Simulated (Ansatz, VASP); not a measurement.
**One calculation of Co, two programs**

```
Co
1.0
     1.39264   -4.41775    0.00000
     1.39264    4.41775    0.00000
     0.00000    0.00000    3.68566
Co
4
Cartesian
  1.3926 3.5519 3.3540
  1.3926 -0.8659 2.1745
  1.3926 -3.5519 0.3317
  1.3926 0.8659 1.5111
```

Alike in both runs: task relaxation of cell and atoms; functional PBEsol; k mesh 6 × 6 × 6; occupations gaussian, width 0.1 eV; collinear spin.

|  | VASP | Ansatz |
| --- | --- | --- |
| version | VASP 6.6.1 | Ansatz 0.2.0 |
| potentials or method | VASP PAW PBE potentials, release 64 (Co), cutoff 600 eV | scalar-relativistic, plane waves, PAW |
| valence electrons in the cell | 36 | 68 |

```tsv
	VASP	Ansatz	Ansatz less VASP
gap on the k mesh at the Fermi level, each at its own relaxed structure (eV)	none	none	-
net moment per atom (μB)	1.63	1.66	+0.023
size of the moment on the site where the two differ most (μB)	1.64	1.69	+0.053
relaxed volume (Å³/atom)	10.96	11.04	+0.079
relaxed cell length with the largest relative difference (Å)	4.470	4.490	+0.0194
```

VASP's potentials were made for PBE, not for PBEsol. Site moments also hang on the region over which each program counts them. A gap of «none» marks a metal or a gap that the smearing closes. VASP's potentials hold 36 valence electrons a cell and Ansatz's 68, so a difference there can come from the potentials and not from the codes.

The k mesh is coarse, so the values compare programs but aren't converged. Noted on VASP's run: too few bands were computed for a metal, which touches its energy and stress.
